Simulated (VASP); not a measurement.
# Al16Cu in VASP: single point with PBE+D3(BJ)

Aim: the single point of Al16Cu with PBE+D3(BJ).

Program: VASP 6.6.1. These are calculated values, not measurements. Logs are shortened: lines on timing, memory, paths and dates and some standing lists are left out, and cuts for length are marked.

### 1 The cell of the first run

The cell holds a slab with vacuum, 17 atoms: a = 5.632 Å, b = 7.965 Å, c = 21.229 Å, α = 90.00°, β = 90.00°, γ = 90.00°.

### 2 Single point, PBE+D3(BJ)

INCAR reads:

```
SYSTEM = Al16Cu
ALGO = Normal
DIPOL = 0.5 0.5 0.303
EDIFF = 1E-6
ENCUT = 520
GGA = PE
IDIPOL = 3
ISIF = 2
ISMEAR = 0
IVDW = 12
LASPH = .True.
LCHARG = .False.
LDIPOL = .True.
LREAL = Auto
LWAVE = .False.
NBANDS = 44
NELM = 100
PREC = Accurate
SIGMA = 0.1
```

KPOINTS reads:

```
k-points
0
Gamma
  5 4 1
  0 0 0
```

POSCAR reads:

```
Al16Cu
1.0
    5.6324246412      0.0000000000      0.0000000000
    0.0000000000      7.9654513166      0.0000000000
    0.0000000000      0.0000000000     21.2293510975
Al Cu
16 1
Direct
    0.2500000000      0.2500000000      0.1884183827
    0.2500000000      0.7500000000      0.1884183827
    0.7500000000      0.2500000000      0.1884183827
    0.7500000000      0.7500000000      0.1884183827
    0.0000000000      0.0000000000      0.2547466541
    0.0000000000      0.5000000000      0.2547466541
    0.5000000000      0.0000000000      0.2547466541
    0.5000000000      0.5000000000      0.2547466541
    0.2500000000      0.2500000000      0.3240951258
    0.2500000000      0.7500000000      0.3240951258
    0.7500000000      0.2500000000      0.3240951258
    0.7500000000      0.7500000000      0.3240951258
    0.0000000000      0.0000000000      0.3876402562
    0.0000000000      0.5000000000      0.3876402562
    0.5000000000      0.0000000000      0.3876402562
    0.5000000000      0.5000000000      0.3876402562
    0.0833333333      0.1875000000      0.5289540432
```

Potentials or basis: VASP PAW PBE potentials, release 64 (Al, Cu).

Started as:

```bash
$ cat potpaw_PBE.64/Al/POTCAR potpaw_PBE.64/Cu/POTCAR > POTCAR
$ mpirun -np 1 vasp_std > vasp.out
```

OUTCAR:

```text
SYSTEM = Al16Cu
   EDIFF = 1E-6
   ENCUT = 520
   GGA = PE
   ISIF = 2
   ISMEAR = 0
   IVDW = 12
   LASPH = .True.
   LREAL = Auto
   NELM = 100
   PREC = Accurate
 IVDW          = 12

 ion  position               nearest neighbor table
   1  0.250  0.250  0.188-   3 2.82   3 2.82   6 2.82   7 2.82   8 2.82   5 2.82   9 2.88
   2  0.250  0.750  0.188-   4 2.82   4 2.82   6 2.82   7 2.82   8 2.82   5 2.82  10 2.88
   3  0.750  0.250  0.188-   1 2.82   1 2.82   6 2.82   7 2.82   8 2.82   5 2.82  11 2.88
   4  0.750  0.750  0.188-   2 2.82   2 2.82   6 2.82   7 2.82   8 2.82   5 2.82  12 2.88
   5  0.000  0.000  0.255-   7 2.82   7 2.82   3 2.82   4 2.82   1 2.82   2 2.82  13 2.82  11 2.85
                            12 2.85   9 2.85  10 2.85
   6  0.000  0.500  0.255-   8 2.82   8 2.82   3 2.82   4 2.82   1 2.82   2 2.82  14 2.82  11 2.85
                            12 2.85   9 2.85  10 2.85
   7  0.500  0.000  0.255-   5 2.82   5 2.82   3 2.82   4 2.82   1 2.82   2 2.82  15 2.82  11 2.85
                            12 2.85   9 2.85  10 2.85
   8  0.500  0.500  0.255-   6 2.82   6 2.82   3 2.82   4 2.82   1 2.82   2 2.82  16 2.82  11 2.85
                            12 2.85   9 2.85  10 2.85
   9  0.250  0.250  0.324-  13 2.79  14 2.79  15 2.79  16 2.79  11 2.82  11 2.82   7 2.85   8 2.85
                             5 2.85   6 2.85   1 2.88
  10  0.250  0.750  0.324-  13 2.79  14 2.79  15 2.79  16 2.79  12 2.82  12 2.82   7 2.85   8 2.85
                             5 2.85   6 2.85   2 2.88
  11  0.750  0.250  0.324-  13 2.79  14 2.79  15 2.79  16 2.79   9 2.82   9 2.82   7 2.85   8 2.85
                             5 2.85   6 2.85   3 2.88
  12  0.750  0.750  0.324-  13 2.79  14 2.79  15 2.79  16 2.79  10 2.82  10 2.82   7 2.85   8 2.85
                             5 2.85   6 2.85   4 2.88
  13  0.000  0.000  0.388-   9 2.79  10 2.79  11 2.79  12 2.79  15 2.82  15 2.82   5 2.82
  14  0.000  0.500  0.388-   9 2.79  10 2.79  11 2.79  12 2.79  16 2.82  16 2.82   6 2.82
  15  0.500  0.000  0.388-   9 2.79  10 2.79  11 2.79  12 2.79  13 2.82  13 2.82   7 2.82
  16  0.500  0.500  0.388-   9 2.79  10 2.79  11 2.79  12 2.79  14 2.82  14 2.82   8 2.82
  17  0.083  0.188  0.529-

  LATTYP: Found a simple orthorhombic cell.
 ALAT       =     5.6324246412
 B/A-ratio  =     1.4142135624
 C/A-ratio  =     3.7691318482

  Lattice vectors:

 A1 = (   5.6324246412,   0.0000000000,   0.0000000000)
 A2 = (   0.0000000000,   7.9654513166,   0.0000000000)
 A3 = (   0.0000000000,   0.0000000000,  21.2293510975)

Analysis of symmetry for initial positions (statically):
=====================================================================
 Subroutine PRICEL returns:
 Original cell was already a primitive cell.

 Routine SETGRP: Setting up the symmetry group for a
 simple orthorhombic supercell.

 Subroutine GETGRP returns: Found  1 space group operations
 (whereof  1 operations were pure point group operations)
 out of a pool of  8 trial point group operations.

The static configuration has the point symmetry C_1 .

Analysis of symmetry for dynamics (positions and initial velocities):
=====================================================================
 Subroutine PRICEL returns:
 Original cell was already a primitive cell.

 Routine SETGRP: Setting up the symmetry group for a
 simple orthorhombic supercell.

 Subroutine GETGRP returns: Found  1 space group operations
 (whereof  1 operations were pure point group operations)
 out of a pool of  8 trial point group operations.

The dynamic configuration has the point symmetry C_1 .

 Subroutine INISYM returns: Found  1 space group operations
 (whereof  1 operations are pure point group operations),
 and found     1 'primitive' translations

----------------------------------------------------------------------------------------

                                     Primitive cell

  volume of cell :     952.4507

  direct lattice vectors                    reciprocal lattice vectors
     5.632424641  0.000000000  0.000000000     0.177543432  0.000000000  0.000000000
     0.000000000  7.965451317  0.000000000     0.000000000  0.125542165  0.000000000
     0.000000000  0.000000000 21.229351098     0.000000000  0.000000000  0.047104596

  length of vectors
     5.632424641  7.965451317 21.229351098     0.177543432  0.125542165  0.047104596

  position of ions in fractional coordinates (direct lattice)
     0.250000000  0.250000000  0.188418383
     0.250000000  0.750000000  0.188418383
     0.750000000  0.250000000  0.188418383
[... 52 lines left out ...]

  Shift w.r.t. Gamma in fractional coordinates (k-lattice)
     0.000000000  0.000000000  0.000000000

 Subroutine IBZKPT returns following result:
 ===========================================

 Found     11 irreducible k-points:

 Following reciprocal coordinates:
            Coordinates               Weight
  0.000000  0.000000  0.000000      1.000000
  0.200000  0.000000  0.000000      2.000000
  0.400000  0.000000  0.000000      2.000000
  0.000000  0.250000  0.000000      2.000000
  0.200000  0.250000  0.000000      2.000000
  0.200000 -0.250000  0.000000      2.000000
  0.400000  0.250000  0.000000      2.000000
  0.400000 -0.250000  0.000000      2.000000
  0.000000  0.500000  0.000000      1.000000
  0.200000  0.500000  0.000000      2.000000
  0.400000  0.500000  0.000000      2.000000
   k-points           NKPTS =     11   k-points in BZ     NKDIM =     11   number of bands    NBANDS=     44
   number of dos      NEDOS =    301   number of ions     NIONS =     17
   total plane-waves  NPLWV = 403200
   dimension x,y,z NGX =    42 NGY =   60 NGZ =  160
   dimension x,y,z NGXF=    84 NGYF=  120 NGZF=  320
   ions per type =              16   1
   NGX,Y,Z   is equivalent  to a cutoff of  12.40, 12.52, 12.53 a.u.
   NGXF,Y,Z  is equivalent  to a cutoff of  24.79, 25.05, 25.06 a.u.
 SYSTEM =  Al16Cu
   PREC   = accura    normal or accurate (medium, high low for compatibility)
   ISTART =      0    job   : 0-new  1-cont  2-samecut
   ICHARG =      2    charge: 1-file 2-atom 10-const
   ISPIN  =      1    spin polarized calculation?
   LNONCOLLINEAR =      F non collinear calculations
   LSORBIT =      F    spin-orbit coupling
   LASPH  =      T    aspherical Exc in radial PAW
   ENCUT  =  520.0 eV  38.22 Ry    6.18 a.u.  10.47 14.81 39.47*2*pi/ulx,y,z
   NELM   =    100;   NELMIN=  2; NELMDL= -5     # of ELM steps
   EDIFF  = 0.1E-05   stopping-criterion for ELM
   LREAL  =      T    real-space projection
   EDIFFG = 0.1E-04   stopping-criterion for IOM
   NSW    =      0    number of steps for IOM
   IBRION =     -1    ionic relax: 0-MD 1-quasi-New 2-CG
   NFREE  =      0    steps in history (QN), initial steepest desc. (CG)
   ISIF   =      2    stress and relaxation
   ISYM   =      2    0-nonsym 1-usesym 2-fastsym
   POTIM  = 0.5000    time-step for ionic-motion
   TEBEG  =    0.0;   TEEND  =   0.0 temperature during run
   PSTRESS=    0.0 pullay stress
   NELECT =      59.0000    total number of electrons
   NUPDOWN=      -1.0000    fix difference up-down
   EMIN   =  10.00;   EMAX   =-10.00  energy-range for DOS
   EFERMI =   0.00;   METHOD = LEGACY
   ISMEAR =     0;   SIGMA  =   0.10  broadening in eV -4-tet -1-fermi 0-gaus
   EFERMI_NEDOS =   21; number of points for ismear=-14 and -15
   IALGO  =     38    algorithm
   IMIX   =      4    mixing-type and parameters
     AMIX     =   0.40;   BMIX     =  1.00
     AMIX_MAG =   1.60;   BMIX_MAG =  1.00
  volume/ion in A,a.u.               =      56.03       378.09
  Fermi-wavevector in a.u.,A,eV,Ry     =   0.647756  1.224081  5.708836  0.419588
  Thomas-Fermi vector in A             =   1.716167
   LORBIT       =      0    0 simple, 1 ext, 2 COOP (PROOUT), +10 PAW based schemes
   GGA     = PE    functional components
   LHFCALC =     F    Hartree Fock is set to
   AEXX    =    0.0000 exact exchange contribution
   IVDW    =    12    specifies the selected vdW correction
   LEPSILON=     F    determine dielectric tensor
   LRPA    =     F    only Hartree local field effects (RPA)
 non-spin polarized calculation
 Gauss-broadening in eV      SIGMA  =   0.10
  energy-cutoff  :      520.00
  volume of cell :      952.45
 maximum number of plane-waves:     25710
 NGX is ok and might be reduce to    42
   NGX = 21   NGY = 29   NGZ = 79

 dipolmoment           0.000000      0.000000     -0.010879 electrons x Angstroem

 number of electron      58.9999994 magnetization

 dipolmoment           0.000000      0.000000      0.076018 electrons x Angstroem

 Free energy of the ion-electron system (eV)
  ---------------------------------------------------
  ext. energy  EPLUGINS =         0.00000000
  ---------------------------------------------------
  free energy    TOTEN  =       -55.81100201 eV

  energy without entropy =      -55.74927094  energy(sigma->0) =      -55.78013647

 E-fermi :  -0.6182     XC(G=0):  -4.1311

 val. band max:       -0.6266124162   @ k =   0.2000  -0.2500   0.0000
 cond. band min:      -0.6165310776   @ k =   0.0000   0.2500   0.0000
 fundamental gap:      0.0100813386
 Fermi energy:        -0.6181952922

 k-point     1 :       0.0000    0.0000    0.0000
  band No.  band energies     occupation
      1     -11.0709      2.00000
      2      -8.8177      2.00000
      3      -8.7651      2.00000
      4      -8.6215      2.00000
      5      -6.5305      2.00000
      6      -6.4976      2.00000
[... 473 lines left out ...]
     40       1.8860      0.00000
     41       1.9954      0.00000
 [bands above 41 left out]

------------------------ aborting loop because EDIFF is reached ----------------------------------------

 vacuum level on the upper side and lower side of the slab       (xc-potential included)         0.042        -0.230

 Edisp (eV)   -3.57857

 E8    (eV) :    -1.6730

  FORCE on cell =-STRESS in cart. coord.  units (eV):
  Direction    XX          YY          ZZ          XY          YZ          ZX
  --------------------------------------------------------------------------------------
  -------------------------------------------------------------------------------------
  Total     -11.78409    -4.06282    -4.40819    -0.03285    -0.41781    -0.26860
  in kB     -19.82276    -6.83432    -7.41529    -0.05526    -0.70283    -0.45183
  external pressure =      -11.36 kB  Pullay stress =        0.00 kB

 VOLUME and BASIS-vectors are now :
 -----------------------------------------------------------------------------
  energy-cutoff  :      520.00
  volume of cell :      952.45
      direct lattice vectors                 reciprocal lattice vectors
     5.632424641  0.000000000  0.000000000     0.177543432  0.000000000  0.000000000
     0.000000000  7.965451317  0.000000000     0.000000000  0.125542165  0.000000000
     0.000000000  0.000000000 21.229351098     0.000000000  0.000000000  0.047104596

 POSITION                                       TOTAL-FORCE (eV/Angst)
 -----------------------------------------------------------------------------------
      1.40811      1.99136      4.00000        -0.037124     -0.007971      0.173258
      1.40811      5.97409      4.00000         0.045341     -0.004541      0.148545
      4.22432      1.99136      4.00000         0.041959     -0.004914      0.176016
      4.22432      5.97409      4.00000        -0.043521     -0.006553      0.136321
      0.00000      0.00000      5.40811        -0.042356      0.012159     -0.152596
      0.00000      3.98273      5.40811        -0.024442     -0.006519     -0.119668
[... 9 lines left out ...]
      2.81621      3.98273      8.22935        -0.009686     -0.003265      0.008464
      0.46937      1.49352     11.22935        -0.071396     -0.157953     -1.062361
 -----------------------------------------------------------------------------------
    total drift:                                0.000131      0.000174     -0.003534

  FREE ENERGIE OF THE ION-ELECTRON SYSTEM (eV)
  ---------------------------------------------------
  free  energy   TOTEN  =       -59.3895728477 eV

  energy  without entropy=      -59.3278417844  energy(sigma->0) =      -59.35870732

 vacuum level on the upper side and lower side of the slab         3.638         3.363
```

Wall time 17 min (1 thread of Intel Xeon Platinum 8488C (Sapphire Rapids), shared host); peak memory 0.91 GiB.

What came out:

```
Free energy                : -59.3896 eV
Largest force              : 1.076 eV/Å
Band gap on the k mesh     : zero (an odd number of electrons rules out a gap without spin polarisation)
Dispersion energy per atom : -0.211 eV
```

Forces in eV/Å, atoms in the order of the input:
```
Al  -0.037 -0.008  0.173
Al   0.045 -0.005  0.149
Al   0.042 -0.005  0.176
Al  -0.044 -0.007  0.136
Al  -0.042  0.012 -0.153
Al  -0.024 -0.007 -0.120
Al   0.046 -0.040 -0.097
Al   0.018  0.036 -0.085
Al   0.030 -0.003 -0.075
Al   0.058  0.028  0.012
Al  -0.016 -0.019 -0.054
Al  -0.047  0.022 -0.042
Al   0.037  0.335  0.726
Al   0.017 -0.186  0.262
Al  -0.001  0.005  0.044
Al  -0.010 -0.003  0.008
Cu  -0.071 -0.158 -1.062
```
